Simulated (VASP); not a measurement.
# H2C18O in VASP: a series of runs, part 2 of 2

VASP 6.6.1.

### 4 Single point, LDA

INCAR reads:

```
PREC     = Accurate       # precision mode
ENCUT    = 520            # plane-wave cutoff, eV
EDIFF    = 1E-6           # SCF threshold, eV
ISMEAR   = 0              # smearing method
SIGMA    = 0.02           # smearing width, eV
LREAL    = Auto         
LASPH    = True           # aspherical terms in the spheres
NELM     = 100            # most SCF steps
ALGO     = Normal         # electronic algorithm
ISIF     = 2              # what is computed and relaxed
LWAVE    = False          # write WAVECAR
LCHARG   = False          # write CHGCAR
GGA      = CA             # functional
NBANDS   = 56             # bands
```

KPOINTS reads:

```
Automatic mesh
0
Gamma
  2 2 1
```

POSCAR reads:

```
H2C18O
1.0
    7.3980000000      0.0000000000      0.0000000000
   -3.6990000000      6.4068560000      0.0000000000
    0.0000000000      0.0000000000     11.0000000000
C O H
18 1 2
Direct
    0.0006660366     -0.0002697111      0.0772747273
    0.2232868772      0.1128197668      0.0774717273
    0.0007175362      0.3331036315      0.0791483636
    0.2233368871      0.4460871292      0.0798204545
    0.0005004735      0.6662180327      0.0777407273
    0.2232075731      0.7795146324      0.0763976364
    0.3341015969      0.0000274706      0.0756265455
    0.5570150604      0.1130106561      0.0764720000
    0.3340579710      0.3331591970      0.0792237273
    0.5568140379      0.4461011766      0.0789509091
    0.3342332343      0.6666124539      0.0782099091
    0.5571351401      0.7797066143      0.0765370909
    0.6677583631     -0.0000053068      0.0757291818
    0.8901036328      0.1127538999      0.0773623636
    0.6674209959      0.3329920323      0.0785390000
    0.8899999850      0.4459823976      0.0789660909
    0.6674627882      0.6664192234      0.0778431818
    0.8900671337      0.7794551649      0.0773410909
    0.4829428385     -0.0513757450      0.3207113636
    0.4181771401     -0.1660828650      0.2624217273
    0.4060004256      0.0223139087      0.3109393636
```

Potentials or basis: VASP PAW LDA potentials, release 64 (C, O, H).

Run with:

```bash
$ cat potpaw_LDA.64/C/POTCAR potpaw_LDA.64/O/POTCAR potpaw_LDA.64/H/POTCAR > POTCAR
$ mpirun -np 1 vasp_std > vasp.out
```

OUTCAR:

```text
PREC = Accurate
   ENCUT = 520
   EDIFF = 1E-6
   ISMEAR = 0
   LREAL = Auto
   LASPH = True
   NELM = 100
   ISIF = 2
   GGA = CA

 ion  position               nearest neighbor table
   1  0.001  1.000  0.077-  18 1.41   2 1.43  14 1.43
   2  0.223  0.113  0.077-   9 1.41   1 1.43   7 1.43
   3  0.001  0.333  0.079-  14 1.41   4 1.43  16 1.43
   4  0.223  0.446  0.080-  11 1.41   3 1.43   9 1.43
   5  0.001  0.666  0.078-  16 1.41   6 1.43  18 1.43
   6  0.223  0.780  0.076-   7 1.41   5 1.43  11 1.43
[... 10 lines left out ...]
  17  0.667  0.666  0.078-  10 1.41  18 1.43  12 1.43
  18  0.890  0.779  0.077-   1 1.41  17 1.43   5 1.43
  19  0.483  0.949  0.321-  21 0.97  20 0.98
  20  0.418  0.834  0.262-  19 0.98
  21  0.406  0.022  0.311-  19 0.97

  LATTYP: Found a hexagonal cell.
 ALAT       =     7.3980000000
 C/A-ratio  =     1.4868883482

  Lattice vectors:

 A1 = (   7.3980000000,   0.0000000000,   0.0000000000)
 A2 = (  -3.6990000000,   6.4068560000,   0.0000000000)
 A3 = (   0.0000000000,   0.0000000000,  11.0000000000)

Analysis of symmetry for initial positions (statically):
=====================================================================
 Subroutine PRICEL returns:
 Original cell was already a primitive cell.

 Routine SETGRP: Setting up the symmetry group for a
 hexagonal supercell.

 Subroutine GETGRP returns: Found  1 space group operations
 (whereof  1 operations were pure point group operations)
 out of a pool of 24 trial point group operations.

The static configuration has the point symmetry C_1 .

Analysis of symmetry for dynamics (positions and initial velocities):
=====================================================================
 Subroutine PRICEL returns:
 Original cell was already a primitive cell.

 Routine SETGRP: Setting up the symmetry group for a
 hexagonal supercell.

 Subroutine GETGRP returns: Found  1 space group operations
 (whereof  1 operations were pure point group operations)
 out of a pool of 24 trial point group operations.

The dynamic configuration has the point symmetry C_1 .

 Subroutine INISYM returns: Found  1 space group operations
 (whereof  1 operations are pure point group operations),
 and found     1 'primitive' translations

----------------------------------------------------------------------------------------

                                     Primitive cell

  volume of cell :     521.3771

  direct lattice vectors                    reciprocal lattice vectors
     7.398000000  0.000000000  0.000000000     0.135171668  0.078041398  0.000000000
    -3.699000000  6.406856000  0.000000000     0.000000000  0.156082796  0.000000000
     0.000000000  0.000000000 11.000000000     0.000000000  0.000000000  0.090909091

  length of vectors
     7.398000000  7.398000054 11.000000000     0.156082797  0.156082796  0.090909091

  position of ions in fractional coordinates (direct lattice)
     0.000666037  0.999730289  0.077274727
     0.223286877  0.112819767  0.077471727
     0.000717536  0.333103632  0.079148364
     0.223336887  0.446087129  0.079820455
     0.000500473  0.666218033  0.077740727
     0.223207573  0.779514632  0.076397636
[... 64 lines left out ...]
 Found      4 irreducible k-points:

 Following reciprocal coordinates:
            Coordinates               Weight
  0.000000  0.000000  0.000000      1.000000
  0.500000 -0.000000  0.000000      1.000000
  0.000000  0.500000  0.000000      1.000000
  0.500000  0.500000  0.000000      1.000000
   k-points           NKPTS =      4   k-points in BZ     NKDIM =      4   number of bands    NBANDS=     56
   number of dos      NEDOS =    301   number of ions     NIONS =     21
   total plane-waves  NPLWV = 263424
   dimension x,y,z NGX =    56 NGY =   56 NGZ =   84
   dimension x,y,z NGXF=   112 NGYF=  112 NGZF=  168
   ions per type =              18   1   2
   NGX,Y,Z   is equivalent  to a cutoff of  12.58, 12.58, 12.70 a.u.
   NGXF,Y,Z  is equivalent  to a cutoff of  25.17, 25.17, 25.39 a.u.
 SYSTEM =  unknown system
   PREC   = accura    normal or accurate (medium, high low for compatibility)
   ISTART =      0    job   : 0-new  1-cont  2-samecut
   ICHARG =      2    charge: 1-file 2-atom 10-const
   ISPIN  =      1    spin polarized calculation?
   LNONCOLLINEAR =      F non collinear calculations
   LSORBIT =      F    spin-orbit coupling
   LASPH  =      T    aspherical Exc in radial PAW
   ENCUT  =  520.0 eV  38.22 Ry    6.18 a.u.  13.76 13.76 20.45*2*pi/ulx,y,z
   NELM   =    100;   NELMIN=  2; NELMDL= -5     # of ELM steps
   EDIFF  = 0.1E-05   stopping-criterion for ELM
   LREAL  =      T    real-space projection
   EDIFFG = 0.1E-04   stopping-criterion for IOM
   NSW    =      0    number of steps for IOM
   IBRION =     -1    ionic relax: 0-MD 1-quasi-New 2-CG
   NFREE  =      0    steps in history (QN), initial steepest desc. (CG)
   ISIF   =      2    stress and relaxation
   ISYM   =      2    0-nonsym 1-usesym 2-fastsym
   POTIM  = 0.5000    time-step for ionic-motion
   TEBEG  =    0.0;   TEEND  =   0.0 temperature during run
   PSTRESS=    0.0 pullay stress
   NELECT =      80.0000    total number of electrons
   NUPDOWN=      -1.0000    fix difference up-down
   EMIN   =  10.00;   EMAX   =-10.00  energy-range for DOS
   EFERMI =   0.00;   METHOD = LEGACY
   ISMEAR =     0;   SIGMA  =   0.02  broadening in eV -4-tet -1-fermi 0-gaus
   EFERMI_NEDOS =   21; number of points for ismear=-14 and -15
   IALGO  =     38    algorithm
   IMIX   =      4    mixing-type and parameters
     AMIX     =   0.40;   BMIX     =  1.00
     AMIX_MAG =   1.60;   BMIX_MAG =  1.00
  volume/ion in A,a.u.               =      24.83       167.54
  Fermi-wavevector in a.u.,A,eV,Ry     =   0.876437  1.656226 10.451210  0.768142
  Thomas-Fermi vector in A             =   1.996247
   LORBIT       =      0    0 simple, 1 ext, 2 COOP (PROOUT), +10 PAW based schemes
   GGA     = CA    functional components
   LHFCALC =     F    Hartree Fock is set to
   AEXX    =    0.0000 exact exchange contribution
   IVDW    =     0    specifies the selected vdW correction
   LEPSILON=     F    determine dielectric tensor
   LRPA    =     F    only Hartree local field effects (RPA)
 non-spin polarized calculation
 Gauss-broadening in eV      SIGMA  =   0.02
  energy-cutoff  :      520.00
  volume of cell :      521.38
 maximum number of plane-waves:     14099
 NGX is ok and might be reduce to    56
   NGX = 27   NGY = 27   NGZ = 41

 number of electron      79.9999995 magnetization

 Free energy of the ion-electron system (eV)
  ---------------------------------------------------
  ext. energy  EPLUGINS =         0.00000000
  ---------------------------------------------------
  free energy    TOTEN  =      -195.95386247 eV

  energy without entropy =     -195.95386241  energy(sigma->0) =     -195.95386244

 E-fermi :  -1.8341     XC(G=0):  -4.4547

 val. band max:       -1.9018372954   @ k =   0.0000   0.0000   0.0000
 cond. band min:      -1.7663515274   @ k =   0.0000   0.0000   0.0000
 fundamental gap:      0.1354857679
 Fermi energy:        -1.8340880007

 k-point     1 :       0.0000    0.0000    0.0000
  band No.  band energies     occupation
      1     -22.0687      2.00000
      2     -21.1089      2.00000
      3     -18.5868      2.00000
      4     -18.5715      2.00000
      5     -18.5568      2.00000
      6     -18.5489      2.00000
[... 209 lines left out ...]
     51       4.3386      0.00000
     52       4.4620      0.00000
 [bands above 52 left out]

------------------------ aborting loop because EDIFF is reached ----------------------------------------

  FORCE on cell =-STRESS in cart. coord.  units (eV):
  Direction    XX          YY          ZZ          XY          YZ          ZX
  --------------------------------------------------------------------------------------
  -------------------------------------------------------------------------------------
  Total       -4.3908267    -13.3775443      0.9713078     -1.6705245     -0.0471012     -0.0061373
  in kB      -13.4928876    -41.1088194      2.9848016     -5.1334751     -0.1447405     -0.0188597
  external PRESSURE =     -17.2056351 kB  Pullay stress =       0.0000000 kB

 VOLUME and BASIS-vectors are now :
 -----------------------------------------------------------------------------
  energy-cutoff  :      520.00
  volume of cell :      521.38
      direct lattice vectors                 reciprocal lattice vectors
     7.398000000  0.000000000  0.000000000     0.135171668  0.078041398  0.000000000
    -3.699000000  6.406856000  0.000000000     0.000000000  0.156082796  0.000000000
     0.000000000  0.000000000 11.000000000     0.000000000  0.000000000  0.090909091

 POSITION                                       TOTAL-FORCE (eV/Angst)
 -----------------------------------------------------------------------------------
     -3.69307      6.40513      0.85002         0.018099      0.008081      0.009555
      1.23456      0.72282      0.85219        -0.020129      0.004223      0.000644
     -1.22684      2.13415      0.87063         0.018785     -0.002364     -0.031733
      0.00217      2.85802      0.87802        -0.019386     -0.005094     -0.060431
     -2.46064      4.26836      0.85515         0.020301      0.004094     -0.000059
     -1.23213      4.99424      0.84037        -0.003350     -0.005490      0.006146
[... 13 lines left out ...]
      0.00902      5.34279      2.88664         0.032205     -0.083097      0.050980
      2.92105      0.14296      3.42033        -0.154484      0.101266      0.062662
 -----------------------------------------------------------------------------------
    total drift:                               -0.013034      0.012267     -0.009985

  FREE ENERGIE OF THE ION-ELECTRON SYSTEM (eV)
  ---------------------------------------------------
  free  energy   TOTEN  =      -195.9538624738 eV

  energy  without entropy=     -195.9538624149  energy(sigma->0) =     -195.95386244
```

Run time: 6.6 min. Hardware: 1 thread of Oxide Virtual Turin-like, shared host; peak memory 0.42 GiB.

Results:

| Property | Result |
| --- | --- |
| Free energy | -195.9539 eV |
| Largest force | 0.356 eV/Å |
| Band gap on the k mesh | 0.14 eV |

Forces in eV/Å, atoms in the order of the input:
```
C    0.018  0.008  0.010
C   -0.020  0.004  0.001
C    0.019 -0.002 -0.032
C   -0.019 -0.005 -0.060
C    0.020  0.004  0.000
C   -0.003 -0.005  0.006
C    0.029 -0.001  0.001
C   -0.018  0.000 -0.106
C    0.020  0.005 -0.034
C   -0.029  0.008 -0.037
C    0.025 -0.006 -0.090
C   -0.035 -0.003  0.000
C    0.014 -0.004 -0.003
C   -0.022  0.004  0.001
C    0.022  0.016 -0.065
C   -0.021  0.009 -0.040
C    0.020  0.012 -0.001
C   -0.022 -0.001  0.008
O    0.124 -0.061  0.329
H    0.032 -0.083  0.051
H   -0.154  0.101  0.063
```

Caveat: the k points lie up to 0.49 Å⁻¹ apart; there is no dipole correction, which matters where the two faces differ.

### 5 Overview

| cell | gap on the mesh (eV) | largest force (eV/Å) |
| --- | --- | --- |
| as given, atomic positions A | 0.19 | 0.21 |
| as given, atomic positions B | 0.14 | 0.21 |
| as given, atomic positions C | 0.14 | 0.36 |

Alike in all rows: task single point; level LDA; potentials or basis VASP PAW LDA potentials, release 64 (C, O, H); no spin polarisation; k mesh 2 × 2 × 1; cutoff (eV) 520; smearing gaussian 0.02 eV.

Caveats: all runs use coarse meshes; there is no dipole correction, which matters where the two faces differ.

Total energies depend on the potentials used, so only differences within one code and one set of settings carry meaning.
